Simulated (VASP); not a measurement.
Runs of VASP 6.6.1 on SnO2. The structure is that of space group P4_2/mnm (No. 136), or close to it. The cells are those of the table. 

| task | cell | k mesh | cutoff (eV) | smearing | gap on the mesh (eV) | pressure (GPa) | largest force (eV/Å) |
| --- | --- | --- | --- | --- | --- | --- | --- |
| single point | a = 4.823, b = 4.823, c = 3.241 Å, 6 atoms | 4 × 4 × 6 | 520 | gaussian 0.1 eV | 0.67 | (b) | 0.01 |
| single point | a = 4.765, b = 4.765, c = 3.207 Å, 6 atoms | 4 × 4 × 6 | 520 | gaussian 0.1 eV | 1.04 | 7.4 | 0.04 |
| relaxation of cell and atoms | relaxed from a = 4.823, b = 4.823, c = 3.241 Å, 6 atoms | 6 × 6 × 8 | 600 | gaussian 0.02 eV | (a) | 0.0 | - |
| single point | a = 4.827, b = 4.827, c = 3.239 Å, 6 atoms | 6 × 6 × 8 | 520 | gaussian 0.02 eV | 0.67 | 0.6 | 0.02 |

Alike in all rows: level PBE; potentials or basis VASP PAW PBE potentials, release 64 (Sn_d, O); no spin polarisation.

Task: Fill in the values left out.

Result: (a) 0.64; (b) 0.7.

Caveats: spin-orbit coupling is left out, which moves the levels of the heavy elements.

A k mesh can miss the band edges, and the runs leave out spin-orbit coupling on Sn.
